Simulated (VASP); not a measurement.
Set up this calculation in VASP 6.6.1, as the native input.

```
Task                   : single point
Functional             : PBE
Potentials or basis    : VASP PAW PBE potentials, release 64 (Hg, Te)
Cutoff                 : 520 eV
k mesh                 : 8 × 8 × 5
Occupations            : fermi-dirac, width 0.1 eV
Spin                   : no spin polarisation
Dipole correction      : no
Further INCAR settings : ALGO = Normal; EDIFF = 1e-07; NBANDS = 26
```

The structure of HgTe (wurtzite type) lies in POSCAR:

```
HgTe
1.0
    4.6994112628      0.0000000000      0.0000000000
   -2.3497056314      4.0698095364      0.0000000000
    0.0000000000      0.0000000000      7.7134300513
Hg Te
2 2
Direct
    0.3333333333      0.6666666667      0.0006312556
    0.6666666667      0.3333333333      0.5006312556
    0.3333333333      0.6666666667      0.3753687444
    0.6666666667      0.3333333333      0.8753687444
```

The input as run:

INCAR

```
  PREC = Accurate
  ENCUT = 520
  EDIFF = 1E-7
  ISMEAR = -1
  SIGMA = 0.1
  LREAL = False
  LASPH = True
  NELM = 80
  ALGO = Normal
  ISIF = 2
  LWAVE = False
  LCHARG = True
  GGA = PE
  LELF = True
  LVHAR = True
  NBANDS = 26
```

KPOINTS

```
Automatic mesh
0
Gamma
  8 8 5
```

Potentials or basis: VASP PAW PBE potentials, release 64 (Hg, Te).

Launch:

```console
$ cat potpaw_PBE.64/Hg/POTCAR potpaw_PBE.64/Te/POTCAR > POTCAR
$ mpirun -np 1 vasp_std > vasp.out
```

Results of the run:

```json
{
 "Pressure": "0.0 GPa",
 "Band gap on the k mesh": "zero (filled and empty bands touch)"
}
```

Caveat: semilocal functionals underestimate gaps, so a narrow gap can read as zero; spin-orbit coupling is left out, which moves the levels of the heavy elements.

Wall time 47 s on 1 thread of Intel(R) Xeon(R) 6975P-C (Granite Rapids) (shared host), peak memory 0.31 GiB.
